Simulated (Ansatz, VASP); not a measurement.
**Two plane-wave programs on InP**

```
In P
1.0
     0.00000    3.01842    2.88654
     3.01842    0.00000    2.88654
     3.01842    3.01842    0.00000
In P
1 1
Direct
  0.00000 0.00000 0.00000
  0.75000 0.75000 0.75000
```

Change from the starting cell: strain +0.030 along x and y, -0.015 along z, atoms carried along.

Alike in both runs: task single point; functional r2SCAN; k mesh 8 × 8 × 8; occupations gaussian, width 0.05 eV; no spin polarisation.

```csv
,VASP,Ansatz
version,VASP 6.6.1,Ansatz 0.2.0
potentials or method,"VASP PAW PBE potentials, release 64 (In_d, P), cutoff 520 eV","scalar-relativistic, plane waves, PAW"
valence electrons in the cell,18,18
```

|  | VASP | Ansatz | Ansatz less VASP |
| --- | --- | --- | --- |
| gap on the k mesh at the Fermi level (eV) | 0.77 | 0.77 | -0.002 |
| least direct gap on the mesh (eV) | 0.77 | 0.77 | -0.002 |
| pressure (GPa) | -1.5 | -1.4 | +0.09 |
| traceless stress, the component that is largest in VASP (GPa) | 1.24 | 1.23 | -0.010 |

VASP's potentials were made for PBE, not for r2SCAN.
